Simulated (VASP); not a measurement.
Wanted: the native input for a VASP 6.6.1 run.

```
Task                                : relaxation of the atoms
Functional                          : LDA
Potentials or basis                 : VASP PAW LDA potentials, release 64 (Al, N)
Cutoff                              : 520 eV
k mesh                              : 6 × 6 × 1
Occupations                         : gaussian, width 0.1 eV
Spin                                : no spin polarisation
Dipole correction                   : yes
Atoms held fixed (from 0)           : [0, 1, 2, 3, 4, 5, 6, 7, 8, 9, 10, 11]
Further INCAR settings              : ALGO = Normal; EDIFF = 1e-07; NELMDL = -8; IBRION = 2; EDIFFG = -0.025; NSW = 36
Atoms held along some axes (from 0) : atom 12 along a and b
```

The structure of Al12N lies in POSCAR:

```
Al12N
1.0
    5.6336864727      0.0000000000      0.0000000000
   -2.8168432363      4.8789156023      0.0000000000
    0.0000000000      0.0000000000     20.0321727095
Al N
12 1
Selective dynamics
Direct
    0.3333333333      0.1666666667      0.1996787896  F F F
    0.3333333333      0.6666666667      0.1996787896  F F F
    0.8333333333      0.1666666667      0.1996787896  F F F
    0.8333333333      0.6666666667      0.1996787896  F F F
    0.1666666667      0.3333333333      0.3128097176  F F F
    0.1666666667      0.8333333333      0.3128097176  F F F
    0.6666666667      0.3333333333      0.3128097176  F F F
    0.6666666667      0.8333333333      0.3128097176  F F F
    0.0000000000      0.0000000000      0.4259234799  F F F
    0.0000000000      0.5000000000      0.4259234799  F F F
    0.5000000000      0.0000000000      0.4259234799  F F F
    0.5000000000      0.5000000000      0.4259234799  F F F
    0.3333333333      0.1666666667      0.4635537280  F F T
```

The input as run:

INCAR

```
SYSTEM = Al12N
PREC = Accurate
ENCUT = 520
EDIFF = 1E-7
ISMEAR = 0
SIGMA = 0.1
LREAL = .FALSE.
LASPH = .TRUE.
NELM = 120
ALGO = Normal
ISIF = 2
LWAVE = .FALSE.
LCHARG = .FALSE.
LDIPOL = .TRUE.
IDIPOL = 3
DIPOL = 0.5 0.5 0.324
IBRION = 2
NSW = 36
EDIFFG = -0.025
GGA_COMPAT = .FALSE.
NELMIN = 4
NELMDL = -8
```

KPOINTS

```
regular mesh
0
G
  6 6 1
  0 0 0
```

Potentials or basis: VASP PAW LDA potentials, release 64 (Al, N).

Run with:

```sh
$ cat potpaw_LDA.64/Al/POTCAR potpaw_LDA.64/N/POTCAR > POTCAR
$ mpirun -np 1 vasp_std > vasp.out
```

Results of the run:

* Energy gained by relaxing: 2.2 meV/atom
* Ionic steps: 3
* Band gap on the k mesh: zero (an odd number of electrons rules out a gap without spin polarisation)

Wall time 6 min on 1 thread of Intel(R) Xeon(R) Platinum 8488C (Sapphire Rapids), on a shared host, peak memory 0.48 GiB.
